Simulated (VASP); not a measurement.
# Hf in VASP: relaxation of the atoms with PBE

Aim: the relaxation of the atoms of Hf with PBE.

Program: VASP 6.6.1. These are calculated values, not measurements. Logs are shortened: lines on timing, memory, paths and dates and some standing lists are left out, and cuts for length are marked.

## Step 1: The cell of the first run

The cell holds a slab with vacuum, 4 atoms: a = 3.205 Å, b = 3.205 Å, c = 22.601 Å, α = 90.00°, β = 90.00°, γ = 120.00°.

## Step 2: Relaxation of the atoms, PBE

Input file INCAR:

```
SYSTEM = Hf
PREC = Accurate
ENCUT = 520
EDIFF = 1E-7
ISMEAR = 0
SIGMA = 0.1
LREAL = .FALSE.
LASPH = .TRUE.
NELM = 80
ALGO = Normal
ISIF = 2
LWAVE = .FALSE.
LCHARG = .FALSE.
LDIPOL = .TRUE.
IDIPOL = 3
DIPOL = 0.5 0.5 0.500
GGA = PE
IBRION = 2
NSW = 80
EDIFFG = -0.02
```

Input file KPOINTS:

```
Automatic mesh
0
G
  12 12 1
  0 0 0
```

Input file POSCAR:

```
Hf
1.0
    3.2047644779      0.0000000000      0.0000000000
   -1.6023822390      2.7754074510      0.0000000000
    0.0000000000      0.0000000000     22.6013660601
Hf
4
Direct
    0.3333333333      0.6666666667      0.3318383491
    0.6666666667      0.3333333333      0.4439461164
    0.3333333333      0.6666666667      0.5560538836
    0.6666666667      0.3333333333      0.6681616509
```

Potentials or basis: VASP PAW PBE potentials, release 64 (Hf_pv).

Run with:

```
$ cat potpaw_PBE.64/Hf_pv/POTCAR > POTCAR
$ mpirun -np 1 vasp_std > vasp.out
```

OUTCAR:

```text
SYSTEM = Hf
   PREC = Accurate
   ENCUT = 520
   EDIFF = 1E-7
   ISMEAR = 0
   LREAL = .FALSE.
   LASPH = .TRUE.
   NELM = 80
   ISIF = 2
   GGA = PE
   IBRION = 2
   NSW = 80
   EDIFFG = -0.02

 ion  position               nearest neighbor table
   1  0.333  0.667  0.332-   2 3.14   2 3.14   2 3.14
   2  0.667  0.333  0.444-   3 3.14   3 3.14   3 3.14   1 3.14   1 3.14   1 3.14
   3  0.333  0.667  0.556-   2 3.14   2 3.14   2 3.14   4 3.14   4 3.14   4 3.14
   4  0.667  0.333  0.668-   3 3.14   3 3.14   3 3.14

  LATTYP: Found a hexagonal cell.
 ALAT       =     3.2047644779
 C/A-ratio  =     7.0524265405

  Lattice vectors:

 A1 = (   3.2047644779,   0.0000000000,   0.0000000000)
 A2 = (  -1.6023822390,   2.7754074510,   0.0000000000)
 A3 = (   0.0000000000,   0.0000000000,  22.6013660601)

Analysis of symmetry for initial positions (statically):
=====================================================================
 Subroutine PRICEL returns:
 Original cell was already a primitive cell.

 Routine SETGRP: Setting up the symmetry group for a
 hexagonal supercell.

 Subroutine GETGRP returns: Found 12 space group operations
 (whereof 12 operations were pure point group operations)
 out of a pool of 24 trial point group operations.

The static configuration has the point symmetry D_3d.

Analysis of symmetry for dynamics (positions and initial velocities):
=====================================================================
 Subroutine PRICEL returns:
 Original cell was already a primitive cell.

 Routine SETGRP: Setting up the symmetry group for a
 hexagonal supercell.

 Subroutine GETGRP returns: Found 12 space group operations
 (whereof 12 operations were pure point group operations)
 out of a pool of 24 trial point group operations.

The dynamic configuration has the point symmetry D_3d.

 Subroutine INISYM returns: Found 12 space group operations
 (whereof 12 operations are pure point group operations),
 and found     1 'primitive' translations

----------------------------------------------------------------------------------------

                                     Primitive cell

  volume of cell :     201.0285

  direct lattice vectors                    reciprocal lattice vectors
     3.204764478  0.000000000  0.000000000     0.312035411  0.180153728  0.000000000
    -1.602382239  2.775407451  0.000000000     0.000000000  0.360307457  0.000000000
     0.000000000  0.000000000 22.601366060     0.000000000  0.000000000  0.044245113

  length of vectors
     3.204764478  3.204764478 22.601366060     0.360307457  0.360307457  0.044245113

  position of ions in fractional coordinates (direct lattice)
     0.333333333  0.666666667  0.331838349
     0.666666667  0.333333333  0.443946116
     0.333333333  0.666666667  0.556053884
     0.666666667  0.333333333  0.668161651

  ion indices of the primitive-cell ions
   primitive index   ion index
                 1           1
                 2           2
                 3           3
                 4           4

----------------------------------------------------------------------------------------

 KPOINTS: Automatic mesh

Automatic generation of k-mesh.
 Grid dimensions read from file:
 generate k-points for:   12   12    1

 Generating k-lattice:

  Cartesian coordinates                     Fractional coordinates (reciprocal lattice)
     0.026002951  0.015012811  0.000000000     0.083333333 -0.000000000  0.000000000
     0.000000000  0.030025621  0.000000000     0.000000000  0.083333333  0.000000000
     0.000000000  0.000000000  0.044245113     0.000000000  0.000000000  1.000000000

  Length of vectors
     0.030025621  0.030025621  0.044245113

  Shift w.r.t. Gamma in fractional coordinates (k-lattice)
     0.000000000  0.000000000  0.000000000

 Subroutine IBZKPT returns following result:
 ===========================================

 Found     19 irreducible k-points:

 Following reciprocal coordinates:
            Coordinates               Weight
  0.000000  0.000000  0.000000      1.000000
  0.083333  0.000000  0.000000      6.000000
  0.166667 -0.000000  0.000000      6.000000
  0.250000  0.000000  0.000000      6.000000
  0.333333 -0.000000  0.000000      6.000000
  0.416667 -0.000000  0.000000      6.000000
[... 11 lines left out ...]
  0.333333  0.250000  0.000000     12.000000
  0.333333  0.333333  0.000000      2.000000
   k-points           NKPTS =     19   k-points in BZ     NKDIM =     19   number of bands    NBANDS=     24
   number of dos      NEDOS =    301   number of ions     NIONS =      4
   total plane-waves  NPLWV =  96768
   dimension x,y,z NGX =    24 NGY =   24 NGZ =  168
   dimension x,y,z NGXF=    48 NGYF=   48 NGZF=  336
   ions per type =               4
   NGX,Y,Z   is equivalent  to a cutoff of  12.45, 12.45, 12.36 a.u.
   NGXF,Y,Z  is equivalent  to a cutoff of  24.90, 24.90, 24.71 a.u.
 SYSTEM =  Hf
   PREC   = accura    normal or accurate (medium, high low for compatibility)
   ISTART =      0    job   : 0-new  1-cont  2-samecut
   ICHARG =      2    charge: 1-file 2-atom 10-const
   ISPIN  =      1    spin polarized calculation?
   LNONCOLLINEAR =      F non collinear calculations
   LSORBIT =      F    spin-orbit coupling
   LASPH  =      T    aspherical Exc in radial PAW
   ENCUT  =  520.0 eV  38.22 Ry    6.18 a.u.   5.96  5.96 42.02*2*pi/ulx,y,z
   NELM   =     80;   NELMIN=  2; NELMDL= -5     # of ELM steps
   EDIFF  = 0.1E-06   stopping-criterion for ELM
   LREAL  =      F    real-space projection
   EDIFFG = -.2E-01   stopping-criterion for IOM
   NSW    =     80    number of steps for IOM
   IBRION =      2    ionic relax: 0-MD 1-quasi-New 2-CG
   NFREE  =      1    steps in history (QN), initial steepest desc. (CG)
   ISIF   =      2    stress and relaxation
   ISYM   =      2    0-nonsym 1-usesym 2-fastsym
   POTIM  = 0.5000    time-step for ionic-motion
   TEBEG  =    0.0;   TEEND  =   0.0 temperature during run
   PSTRESS=    0.0 pullay stress
   NELECT =      40.0000    total number of electrons
   NUPDOWN=      -1.0000    fix difference up-down
   EMIN   =  10.00;   EMAX   =-10.00  energy-range for DOS
   EFERMI =   0.00;   METHOD = LEGACY
   ISMEAR =     0;   SIGMA  =   0.10  broadening in eV -4-tet -1-fermi 0-gaus
   EFERMI_NEDOS =   21; number of points for ismear=-14 and -15
   IALGO  =     38    algorithm
   IMIX   =      4    mixing-type and parameters
     AMIX     =   0.40;   BMIX     =  1.00
     AMIX_MAG =   1.60;   BMIX_MAG =  1.00
  volume/ion in A,a.u.               =      50.26       339.15
  Fermi-wavevector in a.u.,A,eV,Ry     =   0.955746  1.806097 12.428237  0.913450
  Thomas-Fermi vector in A             =   2.084611
   LORBIT       =      0    0 simple, 1 ext, 2 COOP (PROOUT), +10 PAW based schemes
   GGA     = PE    functional components
   LHFCALC =     F    Hartree Fock is set to
   AEXX    =    0.0000 exact exchange contribution
   IVDW    =     0    specifies the selected vdW correction
   LEPSILON=     F    determine dielectric tensor
   LRPA    =     F    only Hartree local field effects (RPA)
 conjugate gradient relaxation of ions
 non-spin polarized calculation
 Gauss-broadening in eV      SIGMA  =   0.10
  energy-cutoff  :      520.00
  volume of cell :      201.03
 maximum number of plane-waves:      5454
 NGX is ok and might be reduce to    24
   NGX = 11   NGY = 11   NGZ = 85

--------------------------------------- Ionic step        1  -------------------------------------------

 number of electron      40.0000009 magnetization

 Free energy of the ion-electron system (eV)
  ---------------------------------------------------
  ext. energy  EPLUGINS =         0.00000000
  ---------------------------------------------------
  free energy    TOTEN  =       -37.64838543 eV

  energy without entropy =      -37.60792665  energy(sigma->0) =      -37.62815604

------------------------ aborting loop because EDIFF is reached ----------------------------------------

  FORCE on cell =-STRESS in cart. coord.  units (eV):
  Direction    XX          YY          ZZ          XY          YZ          ZX
  --------------------------------------------------------------------------------------
  -------------------------------------------------------------------------------------
  Total       -2.4892764     -2.4892764     -2.7556226      0.0000000      0.0000000      0.0000000
  in kB      -19.8392906    -19.8392906    -21.9620446      0.0000000      0.0000000      0.0000000
  external PRESSURE =     -20.5468753 kB  Pullay stress =       0.0000000 kB
[... 95 lines left out ...]
  FREE ENERGIE OF THE ION-ELECTRON SYSTEM (eV)
  ---------------------------------------------------
  free  energy   TOTEN  =       -37.7949301326 eV

  energy  without entropy=      -37.7597507086  energy(sigma->0) =      -37.77734042

[... ionic steps 4 to 7 ...]

--------------------------------------- Ionic step        8  -------------------------------------------

 number of electron      40.0000008 magnetization

 dipolmoment           0.000000      0.000000     -0.000000 electrons x Angstroem

------------------------ aborting loop because EDIFF is reached ----------------------------------------

  FORCE on cell =-STRESS in cart. coord.  units (eV):
  Direction    XX          YY          ZZ          XY          YZ          ZX
  --------------------------------------------------------------------------------------
  -------------------------------------------------------------------------------------
  Total       -0.9956655     -0.9956655      0.0235727      0.0000000      0.0000000      0.0000000
  in kB       -7.9353572     -7.9353572      0.1878720      0.0000000      0.0000000      0.0000000
  external PRESSURE =      -5.2276141 kB  Pullay stress =       0.0000000 kB
[... 63 lines left out ...]
--------------------------------------- Ionic step       10  -------------------------------------------

 number of electron      40.0000008 magnetization

 dipolmoment           0.000000      0.000000      0.000000 electrons x Angstroem

 Free energy of the ion-electron system (eV)
  ---------------------------------------------------
  ext. energy  EPLUGINS =         0.00000000
  ---------------------------------------------------
  free energy    TOTEN  =       -37.80307577 eV

  energy without entropy =      -37.76935505  energy(sigma->0) =      -37.78621541

 E-fermi :  -0.1146     XC(G=0):  -5.8867

 val. band max:       -0.1149188122   @ k =   0.2500   0.0000   0.0000
 cond. band min:      -0.0980739578   @ k =   0.3333   0.1667   0.0000
 fundamental gap:      0.0168448544
 Fermi energy:        -0.1145558796

 k-point     1 :       0.0000    0.0000    0.0000
  band No.  band energies     occupation
      1     -31.2150      2.00000
      2     -31.1445      2.00000
      3     -30.5919      2.00000
      4     -30.5919      2.00000
      5     -30.5907      2.00000
      6     -30.5907      2.00000
[... 502 lines left out ...]
     23       0.1016      0.00223
     24       0.3411      0.00000

------------------------ aborting loop because EDIFF is reached ----------------------------------------

 vacuum level on the upper side and lower side of the slab       (xc-potential included)        -0.008        -0.008

  FORCE on cell =-STRESS in cart. coord.  units (eV):
  Direction    XX          YY          ZZ          XY          YZ          ZX
  --------------------------------------------------------------------------------------
  -------------------------------------------------------------------------------------
  Total       -1.0201777     -1.0201777     -0.0223735      0.0000000      0.0000000      0.0000000
  in kB       -8.1307172     -8.1307172     -0.1783150      0.0000000      0.0000000      0.0000000
  external PRESSURE =      -5.4799165 kB  Pullay stress =       0.0000000 kB
[... 19 lines left out ...]
  FREE ENERGIE OF THE ION-ELECTRON SYSTEM (eV)
  ---------------------------------------------------
  free  energy   TOTEN  =       -37.8030757653 eV

  energy  without entropy=      -37.7693550468  energy(sigma->0) =      -37.78621541

 reached required accuracy - stopping structural energy minimisation

 vacuum level on the upper side and lower side of the slab         4.233         4.233
```

Run time: 11 min. Hardware: 1 thread of Intel Xeon Platinum 8375C at 2.90GHz (Ice Lake), shared host; peak memory 0.34 GiB.

What came out:

```yaml
Free_energy: -37.8031 eV
Energy_gained_by_relaxing: 38.7 meV/atom
Ionic_steps: 10
Band_gap_on_the_k_mesh: zero (band 20 reaches 0.88 eV, above the bottom of band 21 at -0.62 eV)
```

Step by step:
| step | energy change (eV) | largest force (eV/Å) | pressure (GPa) |
| --- | --- | --- | --- |
| 1 | 0.0000 | 0.8633 | -2.05 |
| 2 | -0.0935 | 0.5094 | -1.71 |
| 3 | -0.1465 | 0.1061 | -0.98 |
| 4 | -0.1465 | 0.1225 | -1.01 |
| 5 | -0.1487 | 0.1022 | -0.94 |
| 6 | -0.1532 | 0.0475 | -0.72 |
| 7 | -0.1526 | 0.0907 | -0.27 |
| 8 | -0.1546 | 0.0332 | -0.52 |
| 9 | -0.1546 | 0.0205 | -0.56 |
| 10 | -0.1547 | 0.0009 | -0.55 |

Final structure:
```xyz
4
Lattice="3.2048 0.0000 0.0000 -1.6024 2.7754 0.0000 0.0000 0.0000 22.6014" Properties=species:S:1:pos:R:3 pbc="T T T"
Hf    0.0000    1.8503    7.6216
Hf    1.6024    0.9251    9.9670
Hf    0.0000    1.8503   12.6344
Hf    1.6024    0.9251   14.9798
```

Caveat: spin-orbit coupling is left out, which moves the levels of the heavy elements.
